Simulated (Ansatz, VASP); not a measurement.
# InSi2B3: VASP beside Ansatz

```
In Si B
1.0
     3.74402    0.00000    0.00000
    -1.87201    3.24241    0.00000
     0.00000    0.00000    7.55695
In Si B
1 2 3
Direct
  0.00000 0.00000 0.00000
  0.66667 0.33333 0.24941
  0.66667 0.33333 0.75059
  0.00000 0.00000 0.50000
  0.33333 0.66667 0.00000
  0.33333 0.66667 0.50000
```

Change from the starting cell: species swapped into the La2Al3Ge type (P-6m2, No. 187).

Alike in both runs: task relaxation of cell and atoms; functional PBE; k mesh 6 × 6 × 2; occupations gaussian, width 0.1 eV; no spin polarisation.

|  | VASP | Ansatz |
| --- | --- | --- |
| version | VASP 6.6.1 | Ansatz 0.2.0 |
| potentials or method | VASP PAW PBE potentials, release 64 (In_d, Si, B), cutoff 600 eV | scalar-relativistic, plane waves, PAW |
| valence electrons in the cell | 30 | 30 |

Ansatz gave:

```
gap on the k mesh at the Fermi level, each at its own relaxed structure (eV) : none
relaxed volume (Å³/atom)                                                     : 14.22
relaxed length of the cell vector where the two differ most in proportion (Å)              : 7.659
```

**Question.** What did VASP give for the same quantities?

**Answer.** gap on the k mesh at the Fermi level, each at its own relaxed structure (eV): none; relaxed volume (Å³/atom): 14.15; relaxed length of the cell vector where the two differ most in proportion (Å): 7.587.

A gap of «none» marks a metal or a gap that the smearing closes.

The k mesh is coarse, so the values compare programs but aren't converged.
